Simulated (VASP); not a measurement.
## ReBPt: single point with PBE

The system is ReBPt.

```
Re B Pt
1.0
     3.05760    0.00000    0.00000
     0.00000    3.05760    0.00000
     0.00000    0.00000    8.45648
Re B Pt
2 2 2
Direct
  0.00000 0.50000 0.42080
  0.50000 0.00000 0.57920
  0.00000 0.00000 0.00000
  0.50000 0.50000 0.00000
  0.00000 0.50000 0.82407
  0.50000 0.00000 0.17593
```

The cell was generated, and may not be a known phase.

```json
{
 "Program": "VASP 6.6.1",
 "Task": "single point",
 "Functional": "PBE",
 "Potentials or basis": "VASP PAW PBE potentials, release 64 (Re, B, Pt)",
 "Cutoff": "520 eV",
 "k mesh": "6 × 6 × 4",
 "Occupations": "gaussian, width 0.1 eV",
 "Spin": "no spin polarisation"
}
```

- Pressure: -0.5 GPa
- Largest force: 0.131 eV/Å
- Band gap on the k mesh: zero (bands 20 and 21 overlap by 0.90 eV)

Forces in eV/Å, atoms in the order of the input:
```
Re   0.000  0.000  0.131
Re   0.000  0.000 -0.131
B    0.000  0.000  0.000
B    0.000  0.000  0.000
Pt   0.000  0.000 -0.007
Pt   0.000  0.000  0.007
```

Stress tensor (GPa, compression positive):
```
-0.57  0.00  0.00
 0.00 -0.57  0.00
 0.00  0.00 -0.42
```

Levels at points of the mesh, in eV from the Fermi level:
```tsv
k point	band 18	band 19	band 20	band 21	band 22	band 23
(0.00, 0.00, 0.00)	-1.24	-0.67	-0.38	-0.36	1.34	1.34
(0.50, 0.00, 0.00)	-2.13	-0.59	-0.59	0.47	0.47	2.70
(0.50, 0.50, 0.00)	-1.04	-0.36	-0.36	1.45	1.45	2.41
(0.00, 0.00, 0.50)	-1.20	-1.20	-0.39	0.17	0.38	0.38
(0.50, 0.00, 0.50)	-0.78	-0.63	-0.63	0.43	0.43	2.42
(0.50, 0.50, 0.50)	-0.53	-0.02	-0.02	1.40	1.40	2.41
```

Wall time 30 s on 1 thread of Intel(R) Xeon(R) 6975P-C (Granite Rapids) (shared host), peak memory 0.22 GiB.

Caveat: spin-orbit coupling is left out, which moves the levels of the heavy elements.
